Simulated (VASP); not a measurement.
Input of a VASP 6.6.1 run:

INCAR

```
PREC = Accurate
ENCUT = 600
EDIFF = 1E-6
ISMEAR = 0
SIGMA = 0.2
LREAL = F
LASPH = T
NELM = 60
ALGO = Normal
ISIF = 3
LWAVE = F
LCHARG = F
GGA = PE
IBRION = 2
NSW = 36
EDIFFG = -0.08
```

KPOINTS

```
regular mesh
0
Gamma
  3 3 3
```

POSCAR

```
Si7N
1.0
    5.3316626400      0.0000000000      0.0000000000
    0.0000000000      5.3316626400      0.0000000000
    0.0000000000      0.0000000000      5.3316626400
Si N
7 1
Direct
    0.2526152100      0.2526152100      0.2526152100
    0.0000000000      0.5000000000      0.5000000000
    0.5000000000      0.5000000000      0.0000000000
    0.5000000000      0.0000000000      0.5000000000
    0.7473847900      0.2526152100      0.7473847900
    0.7473847900      0.7473847900      0.2526152100
    0.2526152100      0.7473847900      0.7473847900
    0.0000000000      0.0000000000      0.0000000000
```

Potentials or basis: VASP PAW PBE potentials, release 64 (Si, N).

The run is started by

```bash
$ cat potpaw_PBE.64/Si/POTCAR potpaw_PBE.64/N/POTCAR > POTCAR
$ mpirun -np 1 vasp_std > vasp.out
```

(1) Predict the relaxed cell.

(2) Estimate the space group after relaxing (to 0.1 Å).

(3) Estimate the relaxed volume.

Answers

(1) a = 5.189 Å, b = 5.189 Å, c = 5.189 Å, α = 90.00°, β = 90.00°, γ = 90.00°.

(2) P-43m (No. 215).

(3) 17.46 Å³/atom.

Caveat: the k points lie up to 0.40 Å⁻¹ apart in the final cell, too coarse for converged energies and pressures of a metal.
